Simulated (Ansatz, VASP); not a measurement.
Two plane-wave programs on SnSe

Contents of INCAR:

```
  PREC = Accurate
  ENCUT = 520
  EDIFF = 1E-7
  ISMEAR = 0
  SIGMA = 0.05
  LREAL = F
  LASPH = T
  NELM = 60
  ALGO = Normal
  ISIF = 2
  LWAVE = F
  LCHARG = T
  LELF = T
  LVHAR = T
  NBANDS = 28
```

The input KPOINTS:

```
regular mesh
0
Gamma
  6 6 4
```

The input POSCAR:

```
SnSe
1.0
    4.2527474225      0.0000000000      0.0000000000
    0.0000000000      4.2527474225      0.0000000000
    0.0000000000      0.0000000000     11.3090115904
Sn Se
2 2
Direct
    0.5000000000      0.0000000000      0.3781633345
    0.0000000000      0.5000000000      0.6218366655
    0.5000000000      0.0000000000      0.6217782147
    0.0000000000      0.5000000000      0.3782217853
```

Input for Ansatz:

```yaml
crystal:
  lattice:
    - [4.2527474225, 0.0, 0.0]
    - [0.0, 4.2527474225, 0.0]
    - [0.0, 0.0, 11.3090115904]
  atoms:
    - { symbol: Sn, position: [0.5, 0.0, 0.3781633345] }
    - { symbol: Sn, position: [0.0, 0.5, 0.6218366655] }
    - { symbol: Se, position: [0.5, 0.0, 0.6217782147] }
    - { symbol: Se, position: [0.0, 0.5, 0.3782217853] }
basis:
  ecutwfc: 420
kpoints:
  mp_grid: { grid: [6, 6, 4] }
hamiltonian:
  xc: lda
scf:
  occupations: { method: gaussian, width: 0.05 }
output:
  forces: true
  stress: true
  eigenvalues: true
```

Change from the starting cell: strain +0.015 along x and y, +0.030 along z, atoms carried along.

Alike in both runs: task single point; functional LDA; k mesh 6 × 6 × 4; occupations gaussian, width 0.05 eV; no spin polarisation.

|  | VASP | Ansatz |
| --- | --- | --- |
| version | VASP 6.6.1 | Ansatz 0.2.0 |
| potentials or method | VASP PAW LDA potentials, release 64 (Sn_d, Se), cutoff 520 eV | scalar-relativistic, plane waves, PAW |
| valence electrons in the cell | 40 | 60 |

Ansatz gave:

```
gap on the k mesh at the Fermi level (eV) : 1.44
least direct gap on the mesh (eV)         : 1.44
rms of the force components (eV/Å)        : 0.235
```

Problem. Which values does VASP return?

Solution. gap on the k mesh at the Fermi level (eV): 1.44; least direct gap on the mesh (eV): 1.44; rms of the force components (eV/Å): 0.225.

LDA's correlation is that of Perdew and Zunger in VASP and of Perdew and Wang (1992) in Ansatz. Atom by atom the forces differ by 0.010 eV/Å (rms over components). VASP's potentials hold 40 valence electrons a cell and Ansatz's 60, so a difference there can come from the potentials and not from the codes.
